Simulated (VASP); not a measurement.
Crystal: TiN (dsol).

```
CELL_PARAMETERS angstrom
0.00000 2.12062 2.12062
2.12062 0.00000 2.12062
2.12062 2.12062 0.00000
ATOMIC_POSITIONS crystal
Ti 0.00000 0.00000 0.00000
N 0.50000 0.50000 0.50000
```

```yaml
Program: VASP 6.6.1
Task: relaxation of cell and atoms
Functional: PBEsol
Potentials_or_basis: VASP PAW PBE potentials, release 64 (Ti_sv, N)
Cutoff: 600 eV
k_mesh: 14 × 14 × 14
Occupations: gaussian, width 0.1 eV
Spin: no spin polarisation
```

At the start: pressure -7.2 GPa; volume 9.54 Å³/atom.

Problem. Where does the relaxation end?

Solution. Over 4 steps the energy falls by 5.4 meV/atom and the volume is 9.30 Å³/atom (-2.5 %); space group Fm-3m (No. 225, to 0.05 Å).

The path:
```
step  energy change (eV)  largest force (eV/Å)  pressure (GPa)  volume (Å³)
   1              0.0000                0.0000           -7.17        19.07
   2              0.0139                0.0000           12.00        17.92
   3             -0.0108                0.0000           -0.04        18.60
   4             -0.0108                0.0000            0.00        18.59
```

Final structure:
```cif
data_structure
_symmetry_space_group_name_H-M 'P 1'
_symmetry_Int_Tables_number 1
_cell_length_a 2.9737
_cell_length_b 2.9737
_cell_length_c 2.9737
_cell_angle_alpha 60.000
_cell_angle_beta 60.000
_cell_angle_gamma 60.000
_cell_volume 18.59
loop_
_atom_site_label
_atom_site_type_symbol
_atom_site_fract_x
_atom_site_fract_y
_atom_site_fract_z
_atom_site_occupancy
Ti1 Ti 0.00000 0.00000 0.00000 1
N1 N 0.50000 0.50000 0.50000 1
```

Caveat: the PAW data sets were made with another functional, which shifts forces and pressure a little.
